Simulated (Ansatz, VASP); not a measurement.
Cu in VASP and in Ansatz

```
Cu
1.0
     2.53076    0.00000    0.00000
    -1.26538    2.19171    0.00000
     0.00000    0.00000    8.26182
Cu
4
Cartesian
  0.0000 0.0000 0.0000
  0.0000 1.4611 2.0655
  0.0000 0.0000 4.1309
  1.2654 0.7306 6.1964
```

Alike in both runs: task single point; functional r2SCAN; k mesh 9 × 9 × 3; occupations fermi-dirac, width 0.1 eV; no spin polarisation.

```csv
,VASP,Ansatz
version,VASP 6.6.1,Ansatz 0.2.0
potentials or method,"VASP PAW PBE potentials, release 64 (Cu), cutoff 520 eV","plane waves, PAW"
valence electrons in the cell,44,76
```

VASP gave:

```
pressure (GPa)                                                : 0.5
traceless stress, the component that is largest in VASP (GPa) : 1.15
```

Task: Which values does Ansatz return?

Result: Pressure (GPa): -0.2; traceless stress, the component that is largest in VASP (GPa): 1.04.

VASP's potentials were made for PBE, not for r2SCAN. With one functional, cell and mesh, what is left measures potentials, basis and numerics. VASP's potentials hold 44 valence electrons a cell and Ansatz's 76, so a difference there can come from the potentials and not from the codes.
